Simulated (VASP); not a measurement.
The system is InSe.

```
In Se
1.0
     5.82639   -2.05465    0.00000
     5.82639    2.05465    0.00000
    -1.72323    0.00000    4.77135
In Se
2 2
Direct
  0.88820 0.88820 0.04684
  0.11180 0.11180 0.95316
  0.66093 0.66093 0.66896
  0.33907 0.33907 0.33104
```

- Program: VASP 6.6.1
- Task: relaxation of cell and atoms
- Functional: PBEsol
- Potentials or basis: VASP PAW PBE potentials, release 64 (In_d, Se)
- Cutoff: 600 eV
- k mesh: 7 × 7 × 6
- Occupations: fermi-dirac, width 0.05 eV
- Spin: no spin polarisation

At the start: pressure -1.1 GPa; volume 28.56 Å³/atom.

Task: Where does the relaxation end?

Result: Over 37 steps the energy falls by 12.6 meV/atom and the volume is 25.80 Å³/atom (-9.7 %); space group C2/m (No. 12, to 0.1 Å) before and after.

The path:
```csv
step,energy change (eV),largest force (eV/Å),pressure (GPa),volume (Å³)
1,0.0000,0.0825,-1.06,114.24
2,-0.0096,0.2585,0.27,111.15
3,-0.0098,0.2345,0.11,111.54
4,-0.0145,0.1655,0.05,110.98
5,-0.0173,0.1993,-0.01,109.94
6,-0.0200,0.1718,-0.03,109.61
7,-0.0263,0.0959,-0.07,108.62
8,-0.0288,0.1093,-0.07,106.64
9,-0.0295,0.0788,-0.08,107.30
10,-0.0329,0.0602,0.02,106.97
11,-0.0373,0.1836,0.31,106.02
12,-0.0396,0.1389,0.17,106.05
13,-0.0427,0.0574,-0.24,106.15
14,-0.0435,0.0583,-0.15,105.86
15,-0.0440,0.0663,-0.04,105.55
16,-0.0440,0.0959,0.19,104.93
17,-0.0442,0.0792,0.07,105.25
18,-0.0449,0.0665,0.06,105.12
19,-0.0465,0.0375,0.07,104.76
20,-0.0470,0.0792,0.08,104.02
21,-0.0472,0.0524,0.08,104.28
22,-0.0479,0.0413,-0.16,104.46
23,-0.0479,0.0463,-0.22,104.49
24,-0.0485,0.0362,-0.16,104.26
25,-0.0492,0.0365,0.01,103.66
26,-0.0495,0.0259,0.01,103.56
27,-0.0496,0.0505,0.02,103.43
28,-0.0498,0.0435,0.03,103.36
29,-0.0503,0.0231,0.06,103.15
30,-0.0497,0.0429,0.18,102.72
31,-0.0503,0.0165,0.11,103.05
32,-0.0502,0.0228,-0.18,103.49
33,-0.0505,0.0157,-0.01,103.23
34,-0.0505,0.0161,-0.02,103.25
35,-0.0505,0.0157,0.01,103.19
36,-0.0505,0.0160,0.02,103.19
37,-0.0505,0.0065,-0.01,103.21
```

Final structure:
```yaml
crystal:
  lattice:
    - [5.87873, -2.05674, 0.08293]
    - [5.87873, 2.05674, 0.08293]
    - [-1.67386, 0.00000, 4.24429]
  atoms:
    - { symbol: In, position: [0.88585, 0.88585, 0.02906] }
    - { symbol: In, position: [0.11415, 0.11415, 0.97094] }
    - { symbol: Se, position: [0.65455, 0.65455, 0.63696] }
    - { symbol: Se, position: [0.34545, 0.34545, 0.36304] }
```

Caveat: the PAW data sets were made with another functional, which shifts forces and pressure a little.
